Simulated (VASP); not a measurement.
Write the native input for VASP 6.6.1 that does the following.

```
Task                   : relaxation of cell and atoms
Functional             : PBE
Potentials or basis    : VASP PAW PBE potentials, release 64 (Sn_d, O)
Cutoff                 : 600 eV
k mesh                 : 6 × 6 × 8
Occupations            : gaussian, width 0.05 eV
Spin                   : no spin polarisation
Dipole correction      : no
Further INCAR settings : ALGO = Normal; EDIFF = 1e-06; IBRION = 2; EDIFFG = -0.01; NSW = 100; ISIF = 3
```

The structure of SnO2 lies in POSCAR:

```
SnO2
1.0
    4.8277050067      0.0000000000      0.0000000000
    0.0000000000      4.8277050067      0.0000000000
    0.0000000000      0.0000000000      3.2379909260
Sn O
2 4
Direct
    0.0032695911      0.0033656265     -0.0022297507
    0.5014855603      0.4960079887      0.4954440423
    0.3009360695      0.3045518154      0.0046234284
    0.1971947617      0.8064889458      0.5047992253
    0.6932983610      0.6908216319     -0.0004274905
    0.8038156565      0.1987639917      0.4977905452
```

One way to write it, as run:

INCAR

```
PREC = Accurate ; ENCUT = 600
EDIFF = 1E-6 ; ISMEAR = 0
SIGMA = 0.05 ; LREAL = F
LASPH = T ; NELM = 60
ALGO = Normal ; ISIF = 3
LWAVE = F ; LCHARG = F
GGA = PE ; IBRION = 2
NSW = 100 ; EDIFFG = -0.01
```

KPOINTS

```
regular mesh
0
Gamma
  6 6 8
```

Potentials or basis: VASP PAW PBE potentials, release 64 (Sn_d, O).

Run with:

```console
$ cat potpaw_PBE.64/Sn_d/POTCAR potpaw_PBE.64/O/POTCAR > POTCAR
$ mpirun -np 1 vasp_std > vasp.out
```

It gave:

```
Relaxed volume                        : 12.60 Å³/atom
Relaxed cell                          : a = 4.828 Å, b = 4.832 Å, c = 3.242 Å, α = 90.01°, β = 90.00°, γ = 90.00°
Space group after relaxing (to 0.1 Å) : P4_2/mnm (No. 136)
Energy gained by relaxing             : 6.6 meV/atom
Ionic steps                           : 12
Pressure after relaxing               : 0.0 GPa
Largest force after relaxing          : 0.007 eV/Å
Band gap on the k mesh                : 0.64 eV
```

Caveat: spin-orbit coupling is left out, which moves the levels of the heavy elements.

Wall time 28 min on 1 thread of Oxide Virtual Turin-like Processor, on a shared host, peak memory 0.43 GiB.
